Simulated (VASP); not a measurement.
A run of VASP 6.6.1:

INCAR

```
PREC = Accurate
ENCUT = 520
EDIFF = 1E-6
ISMEAR = -1
SIGMA = 0.05
LREAL = False
LASPH = True
NELM = 100
ALGO = Normal
ISIF = 2
LWAVE = False
LCHARG = True
GGA = PS
LELF = True
LVHAR = True
NBANDS = 28
```

Contents of KPOINTS:

```
regular mesh
0
Gamma
  6 6 6
```

The input POSCAR:

```
BaTiO3
1.0
    2.8556437000      1.6487038000      2.2727085580
   -2.8556437000      1.6487038000      2.2727085580
    0.0000000000     -3.2974076000      2.2727085580
Ba Ti O
1 1 3
Direct
    0.0000000000      0.0000000000      0.0000000000
    0.4845000000      0.4845000000      0.4845000000
    0.5086000000      0.5086000000      0.0175000000
    0.0175000000      0.5086000000      0.5086000000
    0.5086000000      0.0175000000      0.5086000000
```

Potentials or basis: VASP PAW PBE potentials, release 64 (Ba_sv, Ti_sv, O).

Launch:

```console
$ cat potpaw_PBE.64/Ba_sv/POTCAR potpaw_PBE.64/Ti_sv/POTCAR potpaw_PBE.64/O/POTCAR > POTCAR
$ mpirun -np 1 vasp_std > vasp.out
```

Hardware: 1 thread of Intel Xeon 8259CL, with other jobs on the host.

Q: How long does it take, and how much memory?

A: Run time: 110 s on 1 thread of Intel Xeon 8259CL, with other jobs on the host, peak memory 0.21 GiB. Counts: scf iterations 15, k points 32.
